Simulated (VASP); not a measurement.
# Rb4Sn2Pt7 in VASP: a series of runs

Rb4Sn2Pt7 is run at these levels: PBE; tasks: single point.

All numbers are computed with VASP 6.6.1; they aren't measurements. Logs are shortened: lines on timing, memory, paths and dates and some standing lists are left out, and cuts for length are marked.

## (1) The cell of the first run

The cell holds a disordered packing, 13 atoms: a = 6.919 Å, b = 8.250 Å, c = 6.996 Å, α = 90.48°, β = 80.37°, γ = 95.14°.

## (2) Single point, PBE

File INCAR:

```
SYSTEM = Rb4Sn2Pt7
PREC = Accurate
ENCUT = 400
EDIFF = 1E-6
ISMEAR = -1
SIGMA = 0.1
LREAL = .FALSE.
LASPH = .TRUE.
NELM = 120
ALGO = Normal
ISIF = 2
LWAVE = .FALSE.
LCHARG = .TRUE.
GGA = PE
LELF = .TRUE.
LVHAR = .TRUE.
NBANDS = 79
GGA_COMPAT = .FALSE.
```

File KPOINTS:

```
regular mesh
0
G
  2 2 2
  0 0 0
```

File POSCAR:

```
Rb4Sn2Pt7
1.0
    6.8698860000     -0.2420320000      0.7856290000
   -0.4610940000      8.2370640000      0.0600580000
    0.3762400000     -0.0880620000      6.9856300000
Sn Rb Pt
2 4 7
Direct
    0.3960770471      0.2618964105      0.8083529203
    0.4715451281      0.0271930845      0.5277437125
    0.1619689341      0.1008106025      0.2236233561
    0.1090032559      0.7878518153      0.7955820845
    0.6835548781      0.0394118248      0.0021753900
    0.6061542061      0.6201602464      0.7915210358
    0.9144758432      0.2512834623      0.6277230079
    0.2364673699      0.4859101216      0.1446719317
    0.9454242615      0.5972304638      0.4276830888
    0.8630924683      0.4865406465      0.0759969923
    0.4077244047      0.7662816746      0.2914860276
    0.6357105258      0.3396838490      0.4050136699
    0.8125669920      0.9092856368      0.5115233601
```

Potentials or basis: VASP PAW PBE potentials, release 64 (Sn_d, Rb_sv, Pt).

Run with:

```bash
$ cat potpaw_PBE.64/Sn_d/POTCAR potpaw_PBE.64/Rb_sv/POTCAR potpaw_PBE.64/Pt/POTCAR > POTCAR
$ mpirun -np 1 vasp_std > vasp.out
```

OUTCAR:

```text
SYSTEM = Rb4Sn2Pt7
   PREC = Accurate
   ENCUT = 400
   EDIFF = 1E-6
   ISMEAR = -1
   LREAL = .FALSE.
   LASPH = .TRUE.
   NELM = 120
   ISIF = 2
   GGA = PE

 ion  position               nearest neighbor table
   1  0.396  0.262  0.808-   2 2.77  12 3.07   8 3.10   6 3.17   5 3.28   3 3.31   7 3.61   4 4.23

   2  0.472  0.027  0.528-  13 2.62  11 2.75   1 2.77  12 2.80   3 3.36   4 3.36   7 3.60   5 3.72
                             5 3.84   6 4.10
   3  0.162  0.101  0.224-  13 3.18   8 3.21   1 3.31   7 3.34   2 3.36  11 3.44   5 3.76   5 3.87
                             4 3.98  12 4.05  10 4.17  12 4.30   9 4.45   9 4.62   4 4.72   6 5.63
   4  0.109  0.788  0.796-  13 3.31   9 3.31  10 3.34   2 3.36   6 3.63   8 3.76  11 3.79   6 3.82
                             5 3.83   3 3.98   1 4.23  11 4.34   7 4.40   9 4.63   3 4.72   5 4.75
   5  0.684  0.039  0.002-   7 3.26   1 3.28  11 3.29  13 3.58   2 3.72  12 3.73   3 3.76   6 3.78
                             4 3.83   2 3.84  10 3.84   3 3.87  13 3.99   4 4.75   6 5.12
   6  0.606  0.620  0.792-  10 3.15   1 3.17  13 3.18   9 3.18   8 3.36  12 3.54   4 3.63  11 3.77
                             5 3.78   4 3.82   7 3.93   2 4.10  11 4.19   5 5.12   3 5.63   3 5.76
   7  0.914  0.251  0.628-  12 2.82  13 2.99   9 3.16   5 3.26   3 3.34   2 3.60   1 3.61   6 3.93
                             4 4.40
   8  0.236  0.486  0.145-  10 2.71  11 2.77   9 2.79   1 3.10   3 3.21   6 3.36   4 3.76
   9  0.945  0.597  0.428-  10 2.75   8 2.79  13 2.83  12 2.90   7 3.16   6 3.18   4 3.31  11 3.36
                             3 4.45   3 4.62   4 4.63
  10  0.863  0.487  0.076-   8 2.71   9 2.75  12 2.78   6 3.15   4 3.34   5 3.84   3 4.17
  11  0.408  0.766  0.291-   2 2.75   8 2.77   5 3.29   9 3.36   3 3.44   6 3.77   4 3.79   6 4.19
                             4 4.34
  12  0.636  0.340  0.405-  10 2.78   2 2.80   7 2.82   9 2.90   1 3.07   6 3.54   5 3.73   3 4.05
                             3 4.30
  13  0.813  0.909  0.512-   2 2.62   9 2.83   7 2.99   6 3.18   3 3.18   4 3.31   5 3.58   5 3.99

  LATTYP: Found a triclinic cell.
 ALAT       =     6.9188963042
 B/A-ratio  =     1.0111885730
 C/A-ratio  =     1.1924124448
 COS(alpha) =     0.0083039636
 COS(beta)  =     0.0895921946
 COS(gamma) =     0.1672113009

  Lattice vectors:

 A1 = (   6.8698860000,  -0.2420320000,   0.7856290000)
 A2 = (   0.3762400000,  -0.0880620000,   6.9856300000)
 A3 = (   0.4610940000,  -8.2370640000,  -0.0600580000)

Analysis of symmetry for initial positions (statically):
=====================================================================
 Subroutine PRICEL returns:
 Original cell was already a primitive cell.

 Routine SETGRP: Setting up the symmetry group for a
 triclinic supercell.

 Subroutine GETGRP returns: Found  1 space group operations
 (whereof  1 operations were pure point group operations)
 out of a pool of  2 trial point group operations.

The static configuration has the point symmetry C_1 .

Analysis of symmetry for dynamics (positions and initial velocities):
=====================================================================
 Subroutine PRICEL returns:
 Original cell was already a primitive cell.

 Routine SETGRP: Setting up the symmetry group for a
 triclinic supercell.

 Subroutine GETGRP returns: Found  1 space group operations
 (whereof  1 operations were pure point group operations)
 out of a pool of  2 trial point group operations.

The dynamic configuration has the point symmetry C_1 .

 Subroutine INISYM returns: Found  1 space group operations
 (whereof  1 operations are pure point group operations),
 and found     1 'primitive' translations

----------------------------------------------------------------------------------------

                                     Primitive cell

  volume of cell :     392.1491

  direct lattice vectors                    reciprocal lattice vectors
     6.869886000 -0.242032000  0.785629000     0.146746153  0.008271416 -0.007799350
    -0.461094000  8.237064000  0.060058000     0.004135065  0.121624398  0.001310506
     0.376240000 -0.088062000  6.985630000    -0.016539149 -0.001975882  0.144016887

  length of vectors
     6.918896304  8.250178057  6.996308880     0.147185868  0.121701727  0.144976934

  position of ions in fractional coordinates (direct lattice)
     0.396077047  0.261896411  0.808352920
[... 41 lines left out ...]
     0.002067532  0.060812199  0.000655253    -0.000000000  0.500000000  0.000000000
    -0.008269575 -0.000987941  0.072008444     0.000000000  0.000000000  0.500000000

  Length of vectors
     0.073592934  0.060850863  0.072488467

  Shift w.r.t. Gamma in fractional coordinates (k-lattice)
     0.000000000  0.000000000  0.000000000

 Subroutine IBZKPT returns following result:
 ===========================================

 Found      8 irreducible k-points:

 Following reciprocal coordinates:
            Coordinates               Weight
  0.000000  0.000000  0.000000      1.000000
  0.500000  0.000000  0.000000      1.000000
 -0.000000  0.500000  0.000000      1.000000
  0.500000  0.500000  0.000000      1.000000
  0.000000 -0.000000  0.500000      1.000000
  0.500000  0.000000  0.500000      1.000000
  0.000000  0.500000  0.500000      1.000000
  0.500000  0.500000  0.500000      1.000000
   k-points           NKPTS =      8   k-points in BZ     NKDIM =      8   number of bands    NBANDS=     79
   number of dos      NEDOS =    301   number of ions     NIONS =     13
   total plane-waves  NPLWV = 124416
   dimension x,y,z NGX =    48 NGY =   54 NGZ =   48
   dimension x,y,z NGXF=    96 NGYF=  108 NGZF=   96
   ions per type =               2   4   7
   NGX,Y,Z   is equivalent  to a cutoff of  11.53, 10.88, 11.41 a.u.
   NGXF,Y,Z  is equivalent  to a cutoff of  23.07, 21.76, 22.81 a.u.
 SYSTEM =  Rb4Sn2Pt7
   PREC   = accura    normal or accurate (medium, high low for compatibility)
   ISTART =      0    job   : 0-new  1-cont  2-samecut
   ICHARG =      2    charge: 1-file 2-atom 10-const
   ISPIN  =      1    spin polarized calculation?
   LNONCOLLINEAR =      F non collinear calculations
   LSORBIT =      F    spin-orbit coupling
   LASPH  =      T    aspherical Exc in radial PAW
   ENCUT  =  400.0 eV  29.40 Ry    5.42 a.u.  11.28 13.45 11.41*2*pi/ulx,y,z
   NELM   =    120;   NELMIN=  2; NELMDL= -5     # of ELM steps
   EDIFF  = 0.1E-05   stopping-criterion for ELM
   LREAL  =      F    real-space projection
   EDIFFG = 0.1E-04   stopping-criterion for IOM
   NSW    =      0    number of steps for IOM
   IBRION =     -1    ionic relax: 0-MD 1-quasi-New 2-CG
   NFREE  =      0    steps in history (QN), initial steepest desc. (CG)
   ISIF   =      2    stress and relaxation
   ISYM   =      2    0-nonsym 1-usesym 2-fastsym
   POTIM  = 0.5000    time-step for ionic-motion
   TEBEG  =    0.0;   TEEND  =   0.0 temperature during run
   PSTRESS=    0.0 pullay stress
   NELECT =     134.0000    total number of electrons
   NUPDOWN=      -1.0000    fix difference up-down
   EMIN   =  10.00;   EMAX   =-10.00  energy-range for DOS
   EFERMI =   0.00;   METHOD = LEGACY
   ISMEAR =    -1;   SIGMA  =   0.10  broadening in eV -4-tet -1-fermi 0-gaus
   EFERMI_NEDOS =   21; number of points for ismear=-14 and -15
   IALGO  =     38    algorithm
   IMIX   =      4    mixing-type and parameters
     AMIX     =   0.40;   BMIX     =  1.00
     AMIX_MAG =   1.60;   BMIX_MAG =  1.00
  volume/ion in A,a.u.               =      30.17       203.57
  Fermi-wavevector in a.u.,A,eV,Ry     =   1.144527  2.162842 17.822842  1.309942
  Thomas-Fermi vector in A             =   2.281219
   LORBIT       =      0    0 simple, 1 ext, 2 COOP (PROOUT), +10 PAW based schemes
   GGA     = PE    functional components
   LHFCALC =     F    Hartree Fock is set to
   AEXX    =    0.0000 exact exchange contribution
   IVDW    =     0    specifies the selected vdW correction
   LEPSILON=     F    determine dielectric tensor
   LRPA    =     F    only Hartree local field effects (RPA)
 non-spin polarized calculation
  energy-cutoff  :      400.00
  volume of cell :      392.15
 maximum number of plane-waves:      7146
 NGX is ok and might be reduce to    48
   NGX = 23   NGY = 27   NGZ = 23

 number of electron     133.9999999 magnetization

 Free energy of the ion-electron system (eV)
  ---------------------------------------------------
  ext. energy  EPLUGINS =         0.00000000
  ---------------------------------------------------
  free energy    TOTEN  =       -48.10273432 eV

  energy without entropy =      -47.76106337  energy(sigma->0) =      -47.93189885

 E-fermi :   3.2657     XC(G=0):  -9.1896

 val. band max:        3.2418627726   @ k =   0.5000   0.0000   0.5000
 cond. band min:       3.3433903559   @ k =   0.0000  -0.0000   0.5000
 fundamental gap:      0.1015275833
 Fermi energy:         3.2657373796

 k-point     1 :       0.0000    0.0000    0.0000
  band No.  band energies     occupation
      1     -23.9849      2.00000
      2     -23.8204      2.00000
      3     -23.5839      2.00000
      4     -23.4267      2.00000
      5     -18.2442      2.00000
      6     -18.1890      2.00000
[... 645 lines left out ...]
     78       7.1125      0.00000
     79       7.2100      0.00000

------------------------ aborting loop because EDIFF is reached ----------------------------------------

  FORCE on cell =-STRESS in cart. coord.  units (eV):
  Direction    XX          YY          ZZ          XY          YZ          ZX
  --------------------------------------------------------------------------------------
  -------------------------------------------------------------------------------------
  Total       -8.2311873    -12.3672381     -9.1974205      0.6162766     -5.6894460     -0.9370004
  in kB      -33.6296121    -50.5279985    -37.5772863      2.5178802    -23.2449893     -3.8282397
  external PRESSURE =     -40.5782990 kB  Pullay stress =       0.0000000 kB

 VOLUME and BASIS-vectors are now :
 -----------------------------------------------------------------------------
  energy-cutoff  :      400.00
  volume of cell :      392.15
      direct lattice vectors                 reciprocal lattice vectors
     6.869886000 -0.242032000  0.785629000     0.146746153  0.008271416 -0.007799350
    -0.461094000  8.237064000  0.060058000     0.004135065  0.121624398  0.001310506
     0.376240000 -0.088062000  6.985630000    -0.016539149 -0.001975882  0.144016887

 POSITION                                       TOTAL-FORCE (eV/Angst)
 -----------------------------------------------------------------------------------
      2.90438      1.99021      5.97375        -0.824875      1.197068     -0.709921
      3.42548      0.06339      4.05872         1.186513     -0.388810     -1.234652
      1.15036      0.77149      1.69545        -0.558306      0.025532      0.263968
      0.68490      6.39314      5.69060         0.116489     -0.425054      0.297038
      4.67859      0.15900      0.55458         0.568331     -0.083940      0.517181
      4.17606      4.89189      6.04273        -0.253011      0.476578     -0.042786
      6.40265      1.79323      5.11857        -0.819055      0.039536     -0.421154
      1.45488      3.93250      1.22558        -0.248113      0.581385     -0.160285
      6.38049      4.65294      3.76626         0.080910     -0.194660     -1.184511
      5.73360      3.79208      1.23818         0.642486     -0.915668      1.165274
      2.55736      6.18756      2.40256        -0.501290     -0.476500      0.796581
      4.36301      2.60847      3.34911         0.348749     -0.024042      0.765518
      5.35543      7.24813      4.26630         0.261170      0.188574     -0.052252
 -----------------------------------------------------------------------------------
    total drift:                               -0.000237     -0.000771      0.000362

  FREE ENERGIE OF THE ION-ELECTRON SYSTEM (eV)
  ---------------------------------------------------
  free  energy   TOTEN  =       -48.1027343178 eV

  energy  without entropy=      -47.7610633733  energy(sigma->0) =      -47.93189885
```

Wall time 8.4 min (1 thread of Intel Xeon 8259CL, shared host); peak memory 0.42 GiB.

Results:

| Quantity | Value |
| --- | --- |
| Free energy | -48.1027 eV |
| Pressure | -4.1 GPa |
| Largest force | 1.756 eV/Å |
| Band gap on the k mesh | zero (bands 67 and 68 overlap by 0.05 eV) |

Forces on the atoms (eV/Å):
```
Sn  -0.825  1.197 -0.710
Sn   1.187 -0.389 -1.235
Rb  -0.558  0.026  0.264
Rb   0.116 -0.425  0.297
Rb   0.568 -0.084  0.517
Rb  -0.253  0.477 -0.043
Pt  -0.819  0.040 -0.421
Pt  -0.248  0.581 -0.160
Pt   0.081 -0.195 -1.185
Pt   0.642 -0.916  1.165
Pt  -0.501 -0.476  0.797
Pt   0.349 -0.024  0.766
Pt   0.261  0.189 -0.052
```

Caveat: the k points lie up to 0.46 Å⁻¹ apart; spin-orbit coupling is left out, which moves the levels of the heavy elements.

(Part 1 of 2 ends here.)

The gap in the log of VASP goes by the Fermi energy; the results here count the filled bands.